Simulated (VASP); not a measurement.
Set up this calculation in VASP 6.6.1, as the native input.

- Task: single point
- Functional: PBE
- Potentials or basis: VASP PAW PBE potentials, release 64 (C)
- Cutoff: 520 eV
- k mesh: 12 × 12 × 12
- Occupations: gaussian, width 0.05 eV
- Spin: no spin polarisation
- Dipole correction: no
- Further INCAR settings: ALGO = Normal; EDIFF = 1e-07; NBANDS = 11

The structure of C lies in POSCAR:

```
C
1.0
    0.0000000000      1.5579434008      2.3369151012
    1.5579434008      0.0000000000      2.3369151012
    1.5579434008      1.5579434008      0.0000000000
C
2
Direct
    0.5000000000      0.5000000000      0.5000000000
    0.7500000000      0.7500000000      0.7500000000
```

This cell differs from its parent crystal: ratio of the length along z to the lengths across it x 1.5, volume and fractional coordinates fixed.

These files were run (other wordings do the same):

INCAR

```
SYSTEM = C
ALGO     = Normal         ! electronic algorithm
EDIFF    = 1E-7           ! SCF threshold, eV
ENCUT    = 520            ! plane-wave cutoff, eV
GGA      = PE             ! functional
ISIF     = 2              ! what is computed and relaxed
ISMEAR   = 0              ! smearing method
LASPH    = .True.         ! aspherical terms in the spheres
LCHARG   = .False.        ! write CHGCAR
LREAL    = .False.        ! projectors in reciprocal space
LWAVE    = .False.        ! write WAVECAR
NBANDS   = 11             ! bands
NELM     = 100            ! most SCF steps
PREC     = Accurate       ! precision mode
SIGMA    = 0.05           ! smearing width, eV
```

KPOINTS

```
k-points
0
Gamma
  12 12 12
  0 0 0
```

Potentials or basis: VASP PAW PBE potentials, release 64 (C).

The run is started by

```console
$ cat potpaw_PBE.64/C/POTCAR > POTCAR
$ mpirun -np 1 vasp_std > vasp.out
```

Results of the run:

```json
{
  "Pressure": "11.6 GPa",
  "Band gap on the k mesh": "zero (band 4 reaches 13.02 eV, above the bottom of band 5 at 11.46 eV)"
}
```

It took 13 s on 1 thread of Intel(R) Xeon(R) Platinum 8488C (Sapphire Rapids), on a shared host, peak memory 0.13 GiB.
